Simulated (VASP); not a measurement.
# C2O3 (Pn-3m) in VASP: single point with PBE

Aim: the single point of C2O3 with PBE.

All numbers are computed with VASP 6.6.1; they aren't measurements. Logs are shortened: lines on timing, memory, paths and dates and some standing lists are left out, and cuts for length are marked.

### 1 The cell of the first run

The structure is cubic, space group Pn-3m (No. 224). The conventional cell has a = 4.359 Å, b = 4.359 Å, c = 4.359 Å, α = 90.00°, β = 90.00°, γ = 90.00°. Within 2.5 Å of C (site symmetry -3m) lie 6 O at 1.89 Å. Within 2.5 Å of O (site symmetry -42m) lie 4 C at 1.89 Å and 4 O at 2.18 Å.

### 2 Single point, PBE

Contents of INCAR:

```
SYSTEM = C2O3
PREC = Accurate ; ENCUT = 520
EDIFF = 1E-6 ; ISMEAR = -1
SIGMA = 0.06122561905347299 ; LREAL = .False.
LASPH = .True. ; NELM = 60
ALGO = Normal ; ISIF = 2
LWAVE = .False. ; LCHARG = .False.
GGA = PE ; NBANDS = 37
KPAR = 4
```

Contents of KPOINTS:

```
regular mesh
0
Gamma
  25 25 25
  0 0 0
```

Contents of POSCAR:

```
C2O3
1.0
    4.3592912813      0.0000000000      0.0000000000
    0.0000000000      4.3592912813      0.0000000000
    0.0000000000      0.0000000000      4.3592912813
C O
4 6
Direct
    0.2500000000      0.2500000000      0.2500000000
    0.7500000000      0.7500000000      0.2500000000
    0.7500000000      0.2500000000      0.7500000000
    0.2500000000      0.7500000000      0.7500000000
    0.5000000000      0.0000000000      0.0000000000
    0.0000000000      0.5000000000      0.0000000000
    0.0000000000      0.0000000000      0.5000000000
    0.5000000000      0.5000000000      0.0000000000
    0.5000000000      0.0000000000      0.5000000000
    0.0000000000      0.5000000000      0.5000000000
```

Potentials or basis: VASP PAW PBE potentials, release 64 (C, O).

Run with:

```console
$ cat potpaw_PBE.64/C/POTCAR potpaw_PBE.64/O/POTCAR > POTCAR
$ mpirun -np 4 vasp_std > vasp.out
```

OUTCAR:

```text
SYSTEM = C2O3
   PREC = Accurate
   ENCUT = 520
   EDIFF = 1E-6
   ISMEAR = -1
   LREAL = .False.
   LASPH = .True.
   NELM = 60
   ISIF = 2
   GGA = PE

 ion  position               nearest neighbor table
   1  0.250  0.250  0.250-   5 1.89   6 1.89   7 1.89   8 1.89   9 1.89  10 1.89
   2  0.750  0.750  0.250-   5 1.89   6 1.89   7 1.89   8 1.89   9 1.89  10 1.89
   3  0.750  0.250  0.750-   5 1.89   6 1.89   7 1.89   8 1.89   9 1.89  10 1.89
   4  0.250  0.750  0.750-   5 1.89   6 1.89   7 1.89   8 1.89   9 1.89  10 1.89
   5  0.500  0.000  0.000-   1 1.89   2 1.89   3 1.89   4 1.89
   6  0.000  0.500  0.000-   1 1.89   2 1.89   3 1.89   4 1.89
   7  0.000  0.000  0.500-   1 1.89   2 1.89   3 1.89   4 1.89
   8  0.500  0.500  0.000-   1 1.89   2 1.89   3 1.89   4 1.89
   9  0.500  0.000  0.500-   1 1.89   2 1.89   3 1.89   4 1.89
  10  0.000  0.500  0.500-   1 1.89   2 1.89   3 1.89   4 1.89

  LATTYP: Found a simple cubic cell.
 ALAT       =     4.3592912813

  Lattice vectors:

 A1 = (   4.3592912813,   0.0000000000,   0.0000000000)
 A2 = (   0.0000000000,   4.3592912813,   0.0000000000)
 A3 = (   0.0000000000,   0.0000000000,   4.3592912813)

Analysis of symmetry for initial positions (statically):
=====================================================================
 Subroutine PRICEL returns:
 Original cell was already a primitive cell.

 Routine SETGRP: Setting up the symmetry group for a
 simple cubic supercell.

 Subroutine GETGRP returns: Found 48 space group operations
 (whereof 24 operations were pure point group operations)
 out of a pool of 48 trial point group operations.

The static configuration has the point symmetry T_d .
 The point group associated with its full space group is O_h .

Analysis of symmetry for dynamics (positions and initial velocities):
=====================================================================
 Subroutine PRICEL returns:
 Original cell was already a primitive cell.

 Routine SETGRP: Setting up the symmetry group for a
 simple cubic supercell.

 Subroutine GETGRP returns: Found 48 space group operations
 (whereof 24 operations were pure point group operations)
 out of a pool of 48 trial point group operations.

The dynamic configuration has the point symmetry T_d .
 The point group associated with its full space group is O_h .

 Subroutine INISYM returns: Found 48 space group operations
 (whereof 24 operations are pure point group operations),
 and found     1 'primitive' translations

----------------------------------------------------------------------------------------

                                     Primitive cell

  volume of cell :      82.8414

  direct lattice vectors                    reciprocal lattice vectors
     4.359291281  0.000000000  0.000000000     0.229395086  0.000000000  0.000000000
     0.000000000  4.359291281  0.000000000     0.000000000  0.229395086  0.000000000
     0.000000000  0.000000000  4.359291281     0.000000000  0.000000000  0.229395086

  length of vectors
     4.359291281  4.359291281  4.359291281     0.229395086  0.229395086  0.229395086

  position of ions in fractional coordinates (direct lattice)
     0.250000000  0.250000000  0.250000000
     0.750000000  0.750000000  0.250000000
     0.750000000  0.250000000  0.750000000
     0.250000000  0.750000000  0.750000000
     0.500000000  0.000000000  0.000000000
     0.000000000  0.500000000  0.000000000
     0.000000000  0.000000000  0.500000000
     0.500000000  0.500000000  0.000000000
     0.500000000  0.000000000  0.500000000
     0.000000000  0.500000000  0.500000000

  ion indices of the primitive-cell ions
   primitive index   ion index
                 1           1
                 2           2
                 3           3
                 4           4
                 5           5
                 6           6
                 7           7
                 8           8
                 9           9
                10          10

----------------------------------------------------------------------------------------

 KPOINTS: regular mesh

Automatic generation of k-mesh.
 Grid dimensions read from file:
 generate k-points for:   25   25   25

 Generating k-lattice:

  Cartesian coordinates                     Fractional coordinates (reciprocal lattice)
     0.009175803  0.000000000  0.000000000     0.040000000  0.000000000  0.000000000
     0.000000000  0.009175803  0.000000000     0.000000000  0.040000000  0.000000000
     0.000000000  0.000000000  0.009175803     0.000000000  0.000000000  0.040000000

  Length of vectors
     0.009175803  0.009175803  0.009175803

  Shift w.r.t. Gamma in fractional coordinates (k-lattice)
     0.000000000  0.000000000  0.000000000

 Subroutine IBZKPT returns following result:
 ===========================================

 Found    455 irreducible k-points:

 Following reciprocal coordinates:
            Coordinates               Weight
  0.000000  0.000000  0.000000      1.000000
  0.040000  0.000000  0.000000      6.000000
  0.080000  0.000000  0.000000      6.000000
  0.120000  0.000000  0.000000      6.000000
  0.160000  0.000000  0.000000      6.000000
  0.200000  0.000000  0.000000      6.000000
[... 16 lines left out ...]
  0.400000  0.040000  0.000000     24.000000
  0.440000  0.040000  0.000000     24.000000
 [... further k-points ...]
   k-points           NKPTS =    455   k-points in BZ     NKDIM =    455   number of bands    NBANDS=     37
   number of dos      NEDOS =    301   number of ions     NIONS =     10
   total plane-waves  NPLWV =  32768
   dimension x,y,z NGX =    32 NGY =   32 NGZ =   32
   dimension x,y,z NGXF=    64 NGYF=   64 NGZF=   64
   ions per type =               4   6
   NGX,Y,Z   is equivalent  to a cutoff of  12.20, 12.20, 12.20 a.u.
   NGXF,Y,Z  is equivalent  to a cutoff of  24.41, 24.41, 24.41 a.u.
 SYSTEM =  C2O3
   PREC   = accura    normal or accurate (medium, high low for compatibility)
   ISTART =      0    job   : 0-new  1-cont  2-samecut
   ICHARG =      2    charge: 1-file 2-atom 10-const
   ISPIN  =      1    spin polarized calculation?
   LNONCOLLINEAR =      F non collinear calculations
   LSORBIT =      F    spin-orbit coupling
   LASPH  =      T    aspherical Exc in radial PAW
   ENCUT  =  520.0 eV  38.22 Ry    6.18 a.u.   8.11  8.11  8.11*2*pi/ulx,y,z
   NELM   =     60;   NELMIN=  2; NELMDL= -5     # of ELM steps
   EDIFF  = 0.1E-05   stopping-criterion for ELM
   LREAL  =      F    real-space projection
   EDIFFG = 0.1E-04   stopping-criterion for IOM
   NSW    =      0    number of steps for IOM
   IBRION =     -1    ionic relax: 0-MD 1-quasi-New 2-CG
   NFREE  =      0    steps in history (QN), initial steepest desc. (CG)
   ISIF   =      2    stress and relaxation
   ISYM   =      2    0-nonsym 1-usesym 2-fastsym
   POTIM  = 0.5000    time-step for ionic-motion
   TEBEG  =    0.0;   TEEND  =   0.0 temperature during run
   PSTRESS=    0.0 pullay stress
   NELECT =      52.0000    total number of electrons
   NUPDOWN=      -1.0000    fix difference up-down
   EMIN   =  10.00;   EMAX   =-10.00  energy-range for DOS
   EFERMI =   0.00;   METHOD = LEGACY
   ISMEAR =    -1;   SIGMA  =   0.06  broadening in eV -4-tet -1-fermi 0-gaus
   EFERMI_NEDOS =   21; number of points for ismear=-14 and -15
   IALGO  =     38    algorithm
   IMIX   =      4    mixing-type and parameters
     AMIX     =   0.40;   BMIX     =  1.00
     AMIX_MAG =   1.60;   BMIX_MAG =  1.00
  volume/ion in A,a.u.               =       8.28        55.90
  Fermi-wavevector in a.u.,A,eV,Ry     =   1.401716  2.648859 26.732835  1.964808
  Thomas-Fermi vector in A             =   2.524550
   LORBIT       =      0    0 simple, 1 ext, 2 COOP (PROOUT), +10 PAW based schemes
   GGA     = PE    functional components
   LHFCALC =     F    Hartree Fock is set to
   AEXX    =    0.0000 exact exchange contribution
   IVDW    =     0    specifies the selected vdW correction
   LEPSILON=     F    determine dielectric tensor
   LRPA    =     F    only Hartree local field effects (RPA)
 non-spin polarized calculation
  energy-cutoff  :      520.00
  volume of cell :       82.84
 maximum number of plane-waves:      2272
   NGX = 17   NGY = 17   NGZ = 17

 number of electron      51.9999963 magnetization

 Free energy of the ion-electron system (eV)
  ---------------------------------------------------
  ext. energy  EPLUGINS =         0.00000000
  ---------------------------------------------------
  free energy    TOTEN  =       -43.27675657 eV

  energy without entropy =      -43.20275039  energy(sigma->0) =      -43.23975348

 E-fermi :   4.5468     XC(G=0): -11.4191

 val. band max:        4.5454259736   @ k =   0.3200   0.2800   0.1600
 cond. band min:       4.5493985989   @ k =   0.3600   0.2800   0.1600
 fundamental gap:      0.0039726253
 Fermi energy:         4.5467517569

 k-point     1 :       0.0000    0.0000    0.0000
  band No.  band energies     occupation
      1     -17.8209      2.00000
      2     -15.5755      2.00000
      3     -15.5755      2.00000
      4     -12.9705      2.00000
      5     -12.9705      2.00000
      6     -12.5506      2.00000
[... 29 lines left out ...]
     36       9.3149      0.00000
     37       9.3149      0.00000

 k-point     2 :       0.0400    0.0000    0.0000
  band No.  band energies     occupation
      1     -17.8138      2.00000
      2     -15.5860      2.00000
      3     -15.5681      2.00000
      4     -12.9864      2.00000
      5     -12.9712      2.00000
      6     -12.5590      2.00000
[... 29 lines left out ...]
     36       9.3116      0.00000
     37       9.3116      0.00000
[... 838 lines left out ...]
     36       9.1995      0.00000
     37       9.5111      0.00000

 k-point    24 :       0.4400    0.0400    0.0000
  band No.  band energies     occupation
      1     -17.0157      2.00000
      2     -16.5970      2.00000
      3     -14.7352      2.00000
      4     -14.2715      2.00000
      5     -12.9735      2.00000
      6     -12.9364      2.00000
[... 29 lines left out ...]
     36       9.2186      0.00000
     37       9.6235      0.00000

 [... further k-points ...]
[... 5 lines left out ...]
  --------------------------------------------------------------------------------------
  -------------------------------------------------------------------------------------
  Total        1.6106370      1.6106370      1.6106370      0.0000000     -0.0000000      0.0000000
  in kB       31.1501811     31.1501811     31.1501811      0.0000000     -0.0000000      0.0000000
  external PRESSURE =      31.1501811 kB  Pullay stress =       0.0000000 kB

 VOLUME and BASIS-vectors are now :
 -----------------------------------------------------------------------------
  energy-cutoff  :      520.00
  volume of cell :       82.84
      direct lattice vectors                 reciprocal lattice vectors
     4.359291281  0.000000000  0.000000000     0.229395086  0.000000000  0.000000000
     0.000000000  4.359291281  0.000000000     0.000000000  0.229395086  0.000000000
     0.000000000  0.000000000  4.359291281     0.000000000  0.000000000  0.229395086

 POSITION                                       TOTAL-FORCE (eV/Angst)
 -----------------------------------------------------------------------------------
      1.08982      1.08982      1.08982         0.000000     -0.000000     -0.000000
      3.26947      3.26947      1.08982        -0.000000      0.000000     -0.000000
      3.26947      1.08982      3.26947        -0.000000      0.000000      0.000000
      1.08982      3.26947      3.26947         0.000000     -0.000000      0.000000
      2.17965      0.00000      0.00000         0.000000      0.000000     -0.000000
      0.00000      2.17965      0.00000         0.000000     -0.000000     -0.000000
      0.00000      0.00000      2.17965         0.000000      0.000000      0.000000
      2.17965      2.17965      0.00000        -0.000000     -0.000000      0.000000
      2.17965      0.00000      2.17965         0.000000     -0.000000     -0.000000
      0.00000      2.17965      2.17965         0.000000     -0.000000      0.000000
 -----------------------------------------------------------------------------------
    total drift:                                0.000000      0.000000      0.000000

  FREE ENERGIE OF THE ION-ELECTRON SYSTEM (eV)
  ---------------------------------------------------
  free  energy   TOTEN  =       -43.2767565651 eV

  energy  without entropy=      -43.2027503916  energy(sigma->0) =      -43.23975348
```

Wall time 2.5 min (4 MPI ranks of Intel Xeon Platinum 8488C (Sapphire Rapids), shared host); peak memory 0.91 GiB.

What came out:

```
Free energy            : -43.2768 eV
Pressure               : 3.1 GPa
Band gap on the k mesh : zero (bands 26 and 27 overlap by 0.80 eV)
```

Levels at points of the mesh, in eV from the Fermi level:
| k point | band 23 | band 24 | band 25 | band 26 | band 27 | band 28 | band 29 | band 30 |
| --- | --- | --- | --- | --- | --- | --- | --- | --- |
| (0.00, 0.00, 0.00) | -1.42 | -0.71 | -0.71 | -0.71 | -0.27 | -0.27 | -0.27 | 2.31 |

Caveat: the cell stands under pressure.
